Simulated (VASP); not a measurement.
# Al2Cu (P4/mmm) in VASP: notebook, part 2 of 2

VASP 6.6.1. The steps go on from the part before.

## 3. Single point, r2SCAN

This run uses another cell than the first one, of 16.89 Å³/atom.

The input, POSCAR:

```
Al2Cu
1.0
    4.1592037477      0.0000000000      0.0000000000
    0.0000000000      4.1592037477      0.0000000000
    0.0000000000      0.0000000000      2.9293609553
Cu Al
1 2
Direct
    0.0000000000      0.0000000000      0.0000000000
    0.0000000000      0.5000000000      0.5000000000
    0.5000000000      0.0000000000      0.5000000000
```

The input, INCAR.step1:

```
SYSTEM = Al2Cu
ALGO = Normal ; EDIFF = 1E-4
ENCUT = 520 ; GGA = PE
ISMEAR = -1 ; LASPH = .TRUE.
LCHARG = .FALSE. ; LREAL = .FALSE.
LWAVE = .TRUE. ; NBANDS = 16
NELM = 60 ; PREC = Accurate
SIGMA = 0.05
```

The input, INCAR.step2:

```
SYSTEM = Al2Cu
ALGO = Normal ; EDIFF = 1E-6
ENCUT = 520 ; ISIF = 2
ISMEAR = -1 ; ISTART = 1
LASPH = .TRUE. ; LCHARG = .FALSE.
LMIXTAU = .TRUE. ; LREAL = .FALSE.
LWAVE = .FALSE. ; METAGGA = R2SCAN
NBANDS = 16 ; NELM = 60
PREC = Accurate ; SIGMA = 0.05
```

The input, KPOINTS:

```
k-points
0
G
  7 7 9
  0 0 0
```

Potentials or basis: VASP PAW PBE potentials, release 64 (Cu, Al).

Run with:

```bash
> cat potpaw_PBE.64/Cu/POTCAR potpaw_PBE.64/Al/POTCAR > POTCAR
> cp INCAR.step1 INCAR
> mpirun -np 1 vasp_std > vasp.out
> cp INCAR.step2 INCAR
> mpirun -np 1 vasp_std > vasp.out
```

OUTCAR:

```text
SYSTEM = Al2Cu
   EDIFF = 1E-6
   ENCUT = 520
   ISIF = 2
   ISMEAR = -1
   ISTART = 1
   LASPH = .TRUE.
   LREAL = .FALSE.
   METAGGA = R2SCAN
   NELM = 60
   PREC = Accurate

 ion  position               nearest neighbor table
   1  0.000  0.000  0.000-   2 2.54   3 2.54   2 2.54   3 2.54   2 2.54   2 2.54   3 2.54   3 2.54

   2  0.000  0.500  0.500-   1 2.54   1 2.54   1 2.54   1 2.54   3 2.94   3 2.94   3 2.94   3 2.94

   3  0.500  0.000  0.500-   1 2.54   1 2.54   1 2.54   1 2.54   2 2.94   2 2.94   2 2.94   2 2.94

  LATTYP: Found a simple tetragonal cell.
 ALAT       =     4.1592037477
 C/A-ratio  =     0.7043081159

  Lattice vectors:

 A1 = (   4.1592037477,   0.0000000000,   0.0000000000)
 A2 = (   0.0000000000,   4.1592037477,   0.0000000000)
 A3 = (   0.0000000000,   0.0000000000,   2.9293609553)

Analysis of symmetry for initial positions (statically):
=====================================================================
 Subroutine PRICEL returns:
 Original cell was already a primitive cell.

 Routine SETGRP: Setting up the symmetry group for a
 simple tetragonal supercell.

 Subroutine GETGRP returns: Found 16 space group operations
 (whereof 16 operations were pure point group operations)
 out of a pool of 16 trial point group operations.

The static configuration has the point symmetry D_4h.

Analysis of symmetry for dynamics (positions and initial velocities):
=====================================================================
 Subroutine PRICEL returns:
 Original cell was already a primitive cell.

 Routine SETGRP: Setting up the symmetry group for a
 simple tetragonal supercell.

 Subroutine GETGRP returns: Found 16 space group operations
 (whereof 16 operations were pure point group operations)
 out of a pool of 16 trial point group operations.

The dynamic configuration has the point symmetry D_4h.

 Subroutine INISYM returns: Found 16 space group operations
 (whereof 16 operations are pure point group operations),
 and found     1 'primitive' translations

[... 113 lines left out ...]
   IALGO  =     38    algorithm
   IMIX   =      4    mixing-type and parameters
     AMIX     =   0.40;   BMIX     =  1.00
     AMIX_MAG =   1.60;   BMIX_MAG =  1.00
  volume/ion in A,a.u.               =      16.89       113.99
  Fermi-wavevector in a.u.,A,eV,Ry     =   1.137523  2.149606 17.605364  1.293958
  Thomas-Fermi vector in A             =   2.274228
   LORBIT       =      0    0 simple, 1 ext, 2 COOP (PROOUT), +10 PAW based schemes
   METAGGA = R2SCAN    functional components
   LHFCALC =     F    Hartree Fock is set to
   AEXX    =    0.0000 exact exchange contribution
   IVDW    =     0    specifies the selected vdW correction
   LEPSILON=     F    determine dielectric tensor
   LRPA    =     F    only Hartree local field effects (RPA)
 non-spin polarized calculation
  energy-cutoff  :      520.00
  volume of cell :       50.67
 maximum number of plane-waves:      1380
 NGX is ok and might be reduce to    32
   NGX = 15   NGY = 15   NGZ = 11

 number of electron      17.0000003 magnetization

 Free energy of the ion-electron system (eV)
  ---------------------------------------------------
  ext. energy  EPLUGINS =         0.00000000
  ---------------------------------------------------
  free energy    TOTEN  =       -24.35591364 eV

  energy without entropy =      -24.34483956  energy(sigma->0) =      -24.35037660

 E-fermi :   6.7165     XC(G=0): -10.9420

 val. band max:        6.6727142847   @ k =   0.1429   0.1429   0.4444
 cond. band min:       6.7436518025   @ k =   0.2857   0.2857   0.2222
 fundamental gap:      0.0709375178
 Fermi energy:         6.7164874237

 k-point     1 :       0.0000    0.0000    0.0000
  band No.  band energies     occupation
      1      -4.1289      2.00000
      2       1.2842      2.00000
      3       1.8229      2.00000
      4       2.4350      2.00000
      5       2.6531      2.00000
      6       2.6531      2.00000
[... 433 lines left out ...]
      3       1.9822      2.00000
      4       2.1791      2.00000
      5       2.3602      2.00000
      6       2.4064      2.00000
[... 8 lines left out ...]
     15      16.9829      0.00000
     16      17.9526      0.00000

 [... further k-points ...]
[... 5 lines left out ...]
  --------------------------------------------------------------------------------------
  -------------------------------------------------------------------------------------
  Total       -1.6165490     -1.6165490     -2.0260202      0.0000000     -0.0000000      0.0000000
  in kB      -51.1100347    -51.1100347    -64.0561845      0.0000000     -0.0000000      0.0000000
  external PRESSURE =     -55.4254180 kB  Pullay stress =       0.0000000 kB

 VOLUME and BASIS-vectors are now :
 -----------------------------------------------------------------------------
  energy-cutoff  :      520.00
  volume of cell :       50.67
      direct lattice vectors                 reciprocal lattice vectors
     4.159203748  0.000000000  0.000000000     0.240430635  0.000000000  0.000000000
     0.000000000  4.159203748  0.000000000     0.000000000  0.240430635  0.000000000
     0.000000000  0.000000000  2.929360955     0.000000000  0.000000000  0.341371383

 POSITION                                       TOTAL-FORCE (eV/Angst)
 -----------------------------------------------------------------------------------
      0.00000      0.00000      0.00000         0.000000      0.000000      0.000000
      0.00000      2.07960      1.46468         0.000000      0.000000      0.000000
      2.07960      0.00000      1.46468         0.000000      0.000000      0.000000
 -----------------------------------------------------------------------------------
    total drift:                               -0.000000     -0.000000      0.000000

  FREE ENERGIE OF THE ION-ELECTRON SYSTEM (eV)
  ---------------------------------------------------
  free  energy   TOTEN  =       -24.3559136424 eV

  energy  without entropy=      -24.3448395643  energy(sigma->0) =      -24.35037660
```

OUTCAR.step1:

```text
SYSTEM = Al2Cu
   EDIFF = 1E-4
   ENCUT = 520
   GGA = PE
   ISMEAR = -1
   LASPH = .TRUE.
[... 683 lines left out ...]
      0.00000      0.00000      0.00000         0.000000      0.000000      0.000000
      0.00000      2.07960      1.46468         0.000000      0.000000      0.000000
      2.07960      0.00000      1.46468         0.000000      0.000000      0.000000
 -----------------------------------------------------------------------------------
    total drift:                                0.000000     -0.000000      0.000000

  FREE ENERGIE OF THE ION-ELECTRON SYSTEM (eV)
  ---------------------------------------------------
  free  energy   TOTEN  =       -11.2790052404 eV

  energy  without entropy=      -11.2666832589  energy(sigma->0) =      -11.27284425
```

OSZICAR.step1:

```text
N       E                     dE             d eps       ncg     rms          rms(c)
DAV:   1     0.607801467530E+02    0.60780E+02   -0.68327E+03  1616   0.108E+03
DAV:   2    -0.107216955808E+02   -0.71502E+02   -0.63356E+02  1680   0.197E+02
DAV:   3    -0.132488091433E+02   -0.25271E+01   -0.24702E+01  2208   0.428E+01
DAV:   4    -0.133065739590E+02   -0.57765E-01   -0.57746E-01  1944   0.538E+00
DAV:   5    -0.133094398413E+02   -0.28659E-02   -0.28658E-02  2568   0.134E+00    0.134E+01
DAV:   6    -0.151164337603E+02   -0.18070E+01   -0.33693E+01  1832   0.197E+02    0.112E+01
DAV:   7    -0.114155022472E+02    0.37009E+01   -0.92942E+00  2000   0.793E+01    0.218E+00
DAV:   8    -0.113512472946E+02    0.64255E-01   -0.13261E+00  2344   0.332E+01    0.228E+00
DAV:   9    -0.112780521715E+02    0.73195E-01   -0.26162E-01  2008   0.163E+01    0.195E-01
DAV:  10    -0.112810989308E+02   -0.30468E-02   -0.17314E-02  2536   0.352E+00    0.328E-01
DAV:  11    -0.112791839136E+02    0.19150E-02   -0.91379E-03  2192   0.331E+00    0.970E-02
DAV:  12    -0.112790217519E+02    0.16216E-03   -0.65134E-04  2232   0.647E-01    0.297E-02
DAV:  13    -0.112790052404E+02    0.16511E-04   -0.30655E-05  1008   0.179E-01
   1 F= -.11279005E+02 E0= -.11272844E+02  d E =-.123220E-01
```

It took 2.2 min on 1 thread of Intel Xeon 8259CL, shared host; peak memory 0.19 GiB.

Results:

```
Free energy            : -24.3559 eV
Pressure               : -5.5 GPa
Band gap on the k mesh : zero (an odd number of electrons rules out a gap without spin polarisation)
```

Levels at points of the mesh, in eV from the Fermi level:
```tsv
k point	band 5	band 6	band 7	band 8	band 9	band 10	band 11	band 12
(0.00, 0.00, 0.00)	-4.06	-4.06	-2.49	-2.49	-0.10	1.05	6.16	6.43
```

Caveat: the cell stands under tension; the PAW data sets were made with another functional, which shifts forces and pressure a little.

## 4. Single point, r2SCAN

This run uses another cell than the first one, of 17.22 Å³/atom.

The input, POSCAR:

```
Al2Cu
1.0
    4.1856962056      0.0000000000      0.0000000000
    0.0000000000      4.1856962056      0.0000000000
    0.0000000000      0.0000000000      2.9480198084
Cu Al
1 2
Direct
    0.0000000000      0.0000000000      0.0000000000
    0.0000000000      0.5000000000      0.5000000000
    0.5000000000      0.0000000000      0.5000000000
```

The input, INCAR.step1:

```
SYSTEM = Al2Cu
PREC = Accurate
ENCUT = 520
ISMEAR = -1
SIGMA = 0.05
LREAL = .FALSE.
LASPH = .TRUE.
NELM = 80
NBANDS = 16
GGA = PE
ALGO = Normal
EDIFF = 1E-4
LWAVE = .TRUE.
LCHARG = .FALSE.
```

The input, INCAR.step2:

```
SYSTEM = Al2Cu
PREC = Accurate
ENCUT = 520
EDIFF = 1E-7
ISMEAR = -1
SIGMA = 0.05
LREAL = .FALSE.
LASPH = .TRUE.
NELM = 80
ALGO = Normal
ISIF = 2
LWAVE = .FALSE.
LCHARG = .FALSE.
METAGGA = R2SCAN
LMIXTAU = .TRUE.
NBANDS = 16
ISTART = 1
```

The input, KPOINTS:

```
Automatic mesh
0
G
  7 7 9
  0 0 0
```

Potentials or basis: VASP PAW PBE potentials, release 64 (Cu, Al).

Run with:

```bash
> cat potpaw_PBE.64/Cu/POTCAR potpaw_PBE.64/Al/POTCAR > POTCAR
> cp INCAR.step1 INCAR
> mpirun -np 1 vasp_std > vasp.out
> cp INCAR.step2 INCAR
> mpirun -np 1 vasp_std > vasp.out
```

OUTCAR:

```text
SYSTEM = Al2Cu
   PREC = Accurate
   ENCUT = 520
   EDIFF = 1E-7
   ISMEAR = -1
   LREAL = .FALSE.
   LASPH = .TRUE.
   NELM = 80
   ISIF = 2
   METAGGA = R2SCAN
   ISTART = 1

 ion  position               nearest neighbor table
   1  0.000  0.000  0.000-   2 2.56   3 2.56   2 2.56   3 2.56   2 2.56   2 2.56   3 2.56   3 2.56

   2  0.000  0.500  0.500-   1 2.56   1 2.56   1 2.56   1 2.56   3 2.96   3 2.96   3 2.96   3 2.96

   3  0.500  0.000  0.500-   1 2.56   1 2.56   1 2.56   1 2.56   2 2.96   2 2.96   2 2.96   2 2.96

  LATTYP: Found a simple tetragonal cell.
 ALAT       =     4.1856962056
 C/A-ratio  =     0.7043081159

  Lattice vectors:

 A1 = (   4.1856962056,   0.0000000000,   0.0000000000)
 A2 = (   0.0000000000,   4.1856962056,   0.0000000000)
 A3 = (   0.0000000000,   0.0000000000,   2.9480198084)

Analysis of symmetry for initial positions (statically):
=====================================================================
 Subroutine PRICEL returns:
 Original cell was already a primitive cell.

 Routine SETGRP: Setting up the symmetry group for a
 simple tetragonal supercell.

 Subroutine GETGRP returns: Found 16 space group operations
 (whereof 16 operations were pure point group operations)
 out of a pool of 16 trial point group operations.

The static configuration has the point symmetry D_4h.

Analysis of symmetry for dynamics (positions and initial velocities):
=====================================================================
 Subroutine PRICEL returns:
 Original cell was already a primitive cell.

 Routine SETGRP: Setting up the symmetry group for a
 simple tetragonal supercell.

 Subroutine GETGRP returns: Found 16 space group operations
 (whereof 16 operations were pure point group operations)
 out of a pool of 16 trial point group operations.

The dynamic configuration has the point symmetry D_4h.

[... 117 lines left out ...]
   IALGO  =     38    algorithm
   IMIX   =      4    mixing-type and parameters
     AMIX     =   0.40;   BMIX     =  1.00
     AMIX_MAG =   1.60;   BMIX_MAG =  1.00
  volume/ion in A,a.u.               =      17.22       116.18
  Fermi-wavevector in a.u.,A,eV,Ry     =   1.130323  2.136001 17.383210  1.277630
  Thomas-Fermi vector in A             =   2.267019
   LORBIT       =      0    0 simple, 1 ext, 2 COOP (PROOUT), +10 PAW based schemes
   METAGGA = R2SCAN    functional components
   LHFCALC =     F    Hartree Fock is set to
   AEXX    =    0.0000 exact exchange contribution
   IVDW    =     0    specifies the selected vdW correction
   LEPSILON=     F    determine dielectric tensor
   LRPA    =     F    only Hartree local field effects (RPA)
 non-spin polarized calculation
  energy-cutoff  :      520.00
  volume of cell :       51.65
 maximum number of plane-waves:      1419
 NGX is ok and might be reduce to    32
   NGX = 15   NGY = 15   NGZ = 11

 number of electron      17.0000017 magnetization

 Free energy of the ion-electron system (eV)
  ---------------------------------------------------
  ext. energy  EPLUGINS =         0.00000000
  ---------------------------------------------------
  free energy    TOTEN  =       -24.31880321 eV

  energy without entropy =      -24.30758657  energy(sigma->0) =      -24.31319489

 E-fermi :   6.5272     XC(G=0): -10.8578

 val. band max:        6.4974295294   @ k =   0.0000   0.0000   0.1111
 cond. band min:       6.5549539190   @ k =   0.2857   0.0000   0.4444
 fundamental gap:      0.0575243896
 Fermi energy:         6.5272360082

 k-point     1 :       0.0000    0.0000    0.0000
  band No.  band energies     occupation
      1      -4.1859      2.00000
      2       1.1792      2.00000
      3       1.7327      2.00000
      4       2.3246      2.00000
      5       2.5354      2.00000
      6       2.5354      2.00000
[... 433 lines left out ...]
      3       1.8824      2.00000
      4       2.0731      2.00000
      5       2.2518      2.00000
      6       2.2954      2.00000
[... 8 lines left out ...]
     15      16.6940      0.00000
     16      17.6031      0.00000

 [... further k-points ...]

------------------------ aborting loop because EDIFF is reached ----------------------------------------

  FORCE on cell =-STRESS in cart. coord.  units (eV):
  Direction    XX          YY          ZZ          XY          YZ          ZX
  --------------------------------------------------------------------------------------
  -------------------------------------------------------------------------------------
  Total       -2.0442418     -2.0442418     -2.4701405      0.0000000     -0.0000000      0.0000000
  in kB      -63.4128158    -63.4128158    -76.6242843      0.0000000     -0.0000000      0.0000000
  external PRESSURE =     -67.8166387 kB  Pullay stress =       0.0000000 kB

 VOLUME and BASIS-vectors are now :
 -----------------------------------------------------------------------------
  energy-cutoff  :      520.00
  volume of cell :       51.65
      direct lattice vectors                 reciprocal lattice vectors
     4.185696206  0.000000000  0.000000000     0.238908882  0.000000000  0.000000000
     0.000000000  4.185696206  0.000000000     0.000000000  0.238908882  0.000000000
     0.000000000  0.000000000  2.948019808     0.000000000  0.000000000  0.339210747

 POSITION                                       TOTAL-FORCE (eV/Angst)
 -----------------------------------------------------------------------------------
      0.00000      0.00000      0.00000         0.000000      0.000000      0.000000
      0.00000      2.09285      1.47401         0.000000      0.000000      0.000000
      2.09285      0.00000      1.47401         0.000000      0.000000      0.000000
 -----------------------------------------------------------------------------------
    total drift:                               -0.000000     -0.000000      0.000000

  FREE ENERGIE OF THE ION-ELECTRON SYSTEM (eV)
  ---------------------------------------------------
  free  energy   TOTEN  =       -24.3188032110 eV

  energy  without entropy=      -24.3075865731  energy(sigma->0) =      -24.31319489
```

OUTCAR.step1:

```text
SYSTEM = Al2Cu
   PREC = Accurate
   ENCUT = 520
   ISMEAR = -1
   LREAL = .FALSE.
   LASPH = .TRUE.
[... 683 lines left out ...]
      0.00000      0.00000      0.00000         0.000000      0.000000      0.000000
      0.00000      2.09285      1.47401         0.000000      0.000000      0.000000
      2.09285      0.00000      1.47401         0.000000      0.000000      0.000000
 -----------------------------------------------------------------------------------
    total drift:                               -0.000000     -0.000000      0.000000

  FREE ENERGIE OF THE ION-ELECTRON SYSTEM (eV)
  ---------------------------------------------------
  free  energy   TOTEN  =       -11.2592744139 eV

  energy  without entropy=      -11.2465233193  energy(sigma->0) =      -11.25289887
```

Run time: 3.4 min. Hardware: 1 thread of Intel Xeon 8259CL, shared host; peak memory 0.2 GiB.

Results:

```
Free energy            : -24.3188 eV
Pressure               : -6.8 GPa
Band gap on the k mesh : zero (an odd number of electrons rules out a gap without spin polarisation)
```

Stress tensor (GPa, compression positive):
```
-6.34  0.00  0.00
 0.00 -6.34  0.00
 0.00  0.00 -7.66
```

Caveat: the cell stands under tension; the PAW data sets were made with another functional, which shifts forces and pressure a little.

## 5. Summary

| cell | gap on the mesh (eV) | pressure (GPa) |
| --- | --- | --- |
| a = 4.132, b = 4.132, c = 2.910 Å, 3 atoms | none | -4.0 |
| a = 4.159, b = 4.159, c = 2.929 Å, 3 atoms | none | -5.5 |
| a = 4.186, b = 4.186, c = 2.948 Å, 3 atoms | none | -6.8 |

Alike in all rows: task single point; level r2SCAN; potentials or basis VASP PAW PBE potentials, release 64 (Cu, Al); no spin polarisation; k mesh 7 × 7 × 9; cutoff (eV) 520; smearing fermi-dirac 0.05 eV.

Caveats: the cell stands under tension; the PAW data sets were made with another functional, which shifts forces and pressure a little.

Total energies depend on the potentials used, so only differences within one code and one set of settings carry meaning.
